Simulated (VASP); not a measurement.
# SnO2 (P4_2/mnm) in VASP: settings compared, part 3 of 3

VASP 6.6.1. Earlier steps stand in the parts before.

## Step 4: Relaxation of cell and atoms, revPBE

This run uses another cell than the first one, of 11.92 Å³/atom.

File INCAR:

```
ALGO = Normal
EDIFF = 1E-7
EDIFFG = -0.01
ENCUT = 600
GGA = RE
IBRION = 2
ISIF = 3
ISMEAR = -1
LASPH = True
LCHARG = False
LREAL = False
LWAVE = False
NELM = 60
NSW = 60
PREC = Accurate
SIGMA = 0.05
```

File KPOINTS:

```
k-points
0
Gamma
  6 6 8
```

File POSCAR:

```
SnO2
1.0
    4.7380000000      0.0000000000      0.0000000000
    0.0000000000      4.7380000000      0.0000000000
    0.0000000000      0.0000000000      3.1865000000
Sn O
2 4
Direct
    0.5000000000      0.5000000000      0.5000000000
    0.0000000000      0.0000000000      0.0000000000
    0.8071000000      0.1929000000      0.5000000000
    0.6929000000      0.6929000000      0.0000000000
    0.1929000000      0.8071000000      0.5000000000
    0.3071000000      0.3071000000      0.0000000000
```

Potentials or basis: VASP PAW PBE potentials, release 64 (Sn_d, O).

Started as:

```console
$ cat potpaw_PBE.64/Sn_d/POTCAR potpaw_PBE.64/O/POTCAR > POTCAR
$ mpirun -np 1 vasp_std > vasp.out
```

OUTCAR:

```text
EDIFF = 1E-7
   EDIFFG = -0.01
   ENCUT = 600
   GGA = RE
   IBRION = 2
   ISIF = 3
   ISMEAR = -1
   LASPH = True
   LREAL = False
   NELM = 60
   NSW = 60
   PREC = Accurate

 ion  position               nearest neighbor table
   1  0.500  0.500  0.500-   4 2.05   6 2.05   4 2.05   6 2.05   5 2.06   3 2.06   2 3.71   2 3.71
                             2 3.71   2 3.71   2 3.71   2 3.71   2 3.71   2 3.71
   2  0.000  0.000  0.000-   3 2.05   5 2.05   3 2.05   5 2.05   4 2.06   6 2.06   1 3.71   1 3.71
                             1 3.71   1 3.71   1 3.71   1 3.71   1 3.71   1 3.71
   3  0.807  0.193  0.500-   2 2.05   2 2.05   1 2.06
   4  0.693  0.693  0.000-   1 2.05   1 2.05   2 2.06
   5  0.193  0.807  0.500-   2 2.05   2 2.05   1 2.06
   6  0.307  0.307  0.000-   1 2.05   1 2.05   2 2.06

  LATTYP: Found a simple tetragonal cell.
 ALAT       =     4.7380000000
 C/A-ratio  =     0.6725411566

  Lattice vectors:

 A1 = (   4.7380000000,   0.0000000000,   0.0000000000)
 A2 = (   0.0000000000,   4.7380000000,   0.0000000000)
 A3 = (   0.0000000000,   0.0000000000,   3.1865000000)

Analysis of symmetry for initial positions (statically):
=====================================================================
 Subroutine PRICEL returns:
 Original cell was already a primitive cell.

 Routine SETGRP: Setting up the symmetry group for a
 simple tetragonal supercell.

 Subroutine GETGRP returns: Found 16 space group operations
 (whereof  8 operations were pure point group operations)
 out of a pool of 16 trial point group operations.

The static configuration has the point symmetry D_2h.
 The point group associated with its full space group is D_4h.

Analysis of symmetry for dynamics (positions and initial velocities):
=====================================================================
 Subroutine PRICEL returns:
 Original cell was already a primitive cell.

 Routine SETGRP: Setting up the symmetry group for a
 simple tetragonal supercell.

 Subroutine GETGRP returns: Found 16 space group operations
 (whereof  8 operations were pure point group operations)
 out of a pool of 16 trial point group operations.

The dynamic configuration has the point symmetry D_2h.
 The point group associated with its full space group is D_4h.

 Subroutine INISYM returns: Found 16 space group operations
 (whereof  8 operations are pure point group operations),
 and found     1 'primitive' translations

----------------------------------------------------------------------------------------

                                     Primitive cell

  volume of cell :      71.5326

  direct lattice vectors                    reciprocal lattice vectors
     4.738000000  0.000000000  0.000000000     0.211059519  0.000000000  0.000000000
     0.000000000  4.738000000  0.000000000     0.000000000  0.211059519  0.000000000
     0.000000000  0.000000000  3.186500000     0.000000000  0.000000000  0.313823945

  length of vectors
     4.738000000  4.738000000  3.186500000     0.211059519  0.211059519  0.313823945

  position of ions in fractional coordinates (direct lattice)
     0.500000000  0.500000000  0.500000000
     0.000000000  0.000000000  0.000000000
     0.807100000  0.192900000  0.500000000
     0.692900000  0.692900000  0.000000000
[... 64 lines left out ...]
 [... further k-points ...]
   k-points           NKPTS =     50   k-points in BZ     NKDIM =     50   number of bands    NBANDS=     31
   number of dos      NEDOS =    301   number of ions     NIONS =      6
   total plane-waves  NPLWV =  44800
   dimension x,y,z NGX =    40 NGY =   40 NGZ =   28
   dimension x,y,z NGXF=    80 NGYF=   80 NGZF=   56
   ions per type =               2   4
   NGX,Y,Z   is equivalent  to a cutoff of  14.04, 14.04, 14.61 a.u.
   NGXF,Y,Z  is equivalent  to a cutoff of  28.07, 28.07, 29.22 a.u.
 SYSTEM =  unknown system
   PREC   = accura    normal or accurate (medium, high low for compatibility)
   ISTART =      0    job   : 0-new  1-cont  2-samecut
   ICHARG =      2    charge: 1-file 2-atom 10-const
   ISPIN  =      1    spin polarized calculation?
   LNONCOLLINEAR =      F non collinear calculations
   LSORBIT =      F    spin-orbit coupling
   LASPH  =      T    aspherical Exc in radial PAW
   ENCUT  =  600.0 eV  44.10 Ry    6.64 a.u.   9.46  9.46  6.36*2*pi/ulx,y,z
   NELM   =     60;   NELMIN=  2; NELMDL= -5     # of ELM steps
   EDIFF  = 0.1E-06   stopping-criterion for ELM
   LREAL  =      F    real-space projection
   EDIFFG = -.1E-01   stopping-criterion for IOM
   NSW    =     60    number of steps for IOM
   IBRION =      2    ionic relax: 0-MD 1-quasi-New 2-CG
   NFREE  =      1    steps in history (QN), initial steepest desc. (CG)
   ISIF   =      3    stress and relaxation
   ISYM   =      2    0-nonsym 1-usesym 2-fastsym
   POTIM  = 0.5000    time-step for ionic-motion
   TEBEG  =    0.0;   TEEND  =   0.0 temperature during run
   PSTRESS=    0.0 pullay stress
   NELECT =      52.0000    total number of electrons
   NUPDOWN=      -1.0000    fix difference up-down
   EMIN   =  10.00;   EMAX   =-10.00  energy-range for DOS
   EFERMI =   0.00;   METHOD = LEGACY
   ISMEAR =    -1;   SIGMA  =   0.05  broadening in eV -4-tet -1-fermi 0-gaus
   EFERMI_NEDOS =   21; number of points for ismear=-14 and -15
   IALGO  =     38    algorithm
   IMIX   =      4    mixing-type and parameters
     AMIX     =   0.40;   BMIX     =  1.00
     AMIX_MAG =   1.60;   BMIX_MAG =  1.00
  volume/ion in A,a.u.               =      11.92        80.45
  Fermi-wavevector in a.u.,A,eV,Ry     =   1.472000  2.781677 29.480903  2.166785
  Thomas-Fermi vector in A             =   2.587068
   LORBIT       =      0    0 simple, 1 ext, 2 COOP (PROOUT), +10 PAW based schemes
   GGA     = RE    functional components
   LHFCALC =     F    Hartree Fock is set to
   AEXX    =    0.0000 exact exchange contribution
   IVDW    =     0    specifies the selected vdW correction
   LEPSILON=     F    determine dielectric tensor
   LRPA    =     F    only Hartree local field effects (RPA)
 conjugate gradient relaxation of ions
 non-spin polarized calculation
  energy-cutoff  :      600.00
  volume of cell :       71.53
 maximum number of plane-waves:      2409
 NGX is ok and might be reduce to    40
   NGX = 19   NGY = 19   NGZ = 13

--------------------------------------- Ionic step        1  -------------------------------------------

 number of electron      52.0000000 magnetization

 Free energy of the ion-electron system (eV)
  ---------------------------------------------------
  ext. energy  EPLUGINS =         0.00000000
  ---------------------------------------------------
  free energy    TOTEN  =       -35.02944793 eV

  energy without entropy =      -35.02944791  energy(sigma->0) =      -35.02944792

------------------------ aborting loop because EDIFF is reached ----------------------------------------

  FORCE on cell =-STRESS in cart. coord.  units (eV):
  Direction    XX          YY          ZZ          XY          YZ          ZX
  --------------------------------------------------------------------------------------
  -------------------------------------------------------------------------------------
  Total        6.0424232      6.0424232      7.5637471      0.0000000      0.0000000      0.0000000
  in kB      135.3373558    135.3373558    169.4117569      0.0000000      0.0000000      0.0000000
  external PRESSURE =     146.6954895 kB  Pullay stress =       0.0000000 kB
[... 267 lines left out ...]
--------------------------------------- Ionic step        8  -------------------------------------------

 number of electron      51.9999995 magnetization

 Free energy of the ion-electron system (eV)
  ---------------------------------------------------
  ext. energy  EPLUGINS =         0.00000000
  ---------------------------------------------------
  free energy    TOTEN  =       -35.25889748 eV

  energy without entropy =      -35.25886818  energy(sigma->0) =      -35.25888283

 E-fermi :   5.7019     XC(G=0): -10.6789

 val. band max:        5.4154830005   @ k =   0.0000   0.0000   0.0000
 cond. band min:       5.9580358218   @ k =   0.0000   0.0000   0.0000
 fundamental gap:      0.5425528213
 Fermi energy:         5.7018731486

 k-point     1 :       0.0000    0.0000    0.0000
  band No.  band energies     occupation
      1     -15.6432      2.00000
      2     -15.0254      2.00000
      3     -14.8537      2.00000
      4     -14.8214      2.00000
      5     -14.8214      2.00000
      6     -14.7639      2.00000
[... 805 lines left out ...]
     30      13.7889      0.00000
     31      14.3682      0.00000

 [... further k-points ...]

------------------------ aborting loop because EDIFF is reached ----------------------------------------

  FORCE on cell =-STRESS in cart. coord.  units (eV):
  Direction    XX          YY          ZZ          XY          YZ          ZX
  --------------------------------------------------------------------------------------
  -------------------------------------------------------------------------------------
  Total       -0.0059387     -0.0059387     -0.0141516      0.0000000      0.0000000      0.0000000
  in kB       -0.1236106     -0.1236106     -0.2945582      0.0000000      0.0000000      0.0000000
  external PRESSURE =      -0.1805931 kB  Pullay stress =       0.0000000 kB
[... 21 lines left out ...]
  FREE ENERGIE OF THE ION-ELECTRON SYSTEM (eV)
  ---------------------------------------------------
  free  energy   TOTEN  =       -35.2588974752 eV

  energy  without entropy=      -35.2588681802  energy(sigma->0) =      -35.25888283

 reached required accuracy - stopping structural energy minimisation
```

It took 16 min on 1 thread of Oxide Virtual Turin-like, shared host; peak memory 0.24 GiB.

What came out:

```yaml
Free_energy: -35.2589 eV
Relaxed_volume: 12.83 Å³/atom
Relaxed_cell: a = 4.865 Å, b = 4.865 Å, c = 3.252 Å, α = 90.00°, β = 90.00°, γ = 90.00°
Space_group_after_relaxing_to_0.1_Å: P4_2/mnm (No. 136)
Energy_gained_by_relaxing: 38.2 meV/atom
Ionic_steps: 8
Pressure_after_relaxing: 0.0 GPa
Largest_force_after_relaxing: 0.006 eV/Å
Band_gap_on_the_k_mesh: 0.54 eV
```

Forces in eV/Å, atoms in the order of the input:
```
Sn   0.000  0.000  0.000
Sn   0.000  0.000  0.000
O   -0.004  0.004  0.000
O    0.004  0.004  0.000
O    0.004 -0.004  0.000
O   -0.004 -0.004  0.000
```

Step by step:
| step | energy change (eV) | largest force (eV/Å) | pressure (GPa) | volume (Å³) |
| --- | --- | --- | --- | --- |
| 1 | 0.0000 | 0.3164 | 14.67 | 71.53 |
| 2 | 0.0610 | 0.4112 | -11.72 | 83.44 |
| 3 | -0.2245 | 0.1072 | -0.05 | 76.74 |
| 4 | -0.2245 | 0.1005 | 0.20 | 76.64 |
| 5 | -0.2288 | 0.0172 | 0.05 | 76.85 |
| 6 | -0.2294 | 0.0230 | 0.00 | 76.96 |
| 7 | -0.2294 | 0.0255 | 0.00 | 76.97 |
| 8 | -0.2294 | 0.0063 | -0.02 | 76.97 |

Final structure:
```cif
data_structure
_symmetry_space_group_name_H-M 'P 1'
_symmetry_Int_Tables_number 1
_cell_length_a 4.8651
_cell_length_b 4.8651
_cell_length_c 3.2521
_cell_angle_alpha 90.000
_cell_angle_beta 90.000
_cell_angle_gamma 90.000
_cell_volume 76.97
loop_
_atom_site_label
_atom_site_type_symbol
_atom_site_fract_x
_atom_site_fract_y
_atom_site_fract_z
_atom_site_occupancy
Sn1 Sn 0.50000 0.50000 0.50000 1
Sn2 Sn 0.00000 0.00000 0.00000 1
O1 O 0.80683 0.19317 0.50000 1
O2 O 0.69317 0.69317 0.00000 1
O3 O 0.19317 0.80683 0.50000 1
O4 O 0.30683 0.30683 0.00000 1
```

Caveat: semilocal functionals underestimate gaps, and a narrow one can read as zero; the PAW data sets were made with another functional, which shifts forces and pressure a little; spin-orbit coupling is left out, which moves the levels of the heavy elements. revPBE gives volumes clearly too large for solids.

## Step 5: Overview

| task | level | spin | cell | cutoff (eV) | pressure (GPa) | moment (μB) | largest force (eV/Å) |
| --- | --- | --- | --- | --- | --- | --- | --- |
| single point | PBE | non-collinear, zero start, SOC | a = 4.831, b = 4.831, c = 3.249 Å, 6 atoms | 520 | -0.3 | 0.00 | 0.06 |
| single point | PBE | non-collinear, zero start, SOC | a = 4.706, b = 4.706, c = 3.165 Å, 6 atoms | 520 | 16.7 | 0.00 | 0.38 |
| relaxation of cell and atoms | revPBE | off | relaxed from a = 4.738, b = 4.738, c = 3.187 Å, 6 atoms | 600 | 0.0 | - | 0.01 |

Alike in all rows: potentials or basis VASP PAW PBE potentials, release 64 (Sn_d, O); k mesh 6 × 6 × 8; smearing fermi-dirac 0.05 eV.

Caveats: the cell stands under pressure (at least some runs); semilocal functionals underestimate gaps, and a narrow one can read as zero (at least some runs); the PAW data sets were made with another functional, which shifts forces and pressure a little (at least some runs); spin-orbit coupling is left out, which moves the levels of the heavy elements (at least some runs).

Absolute energies hang on the potentials; compare differences alone.
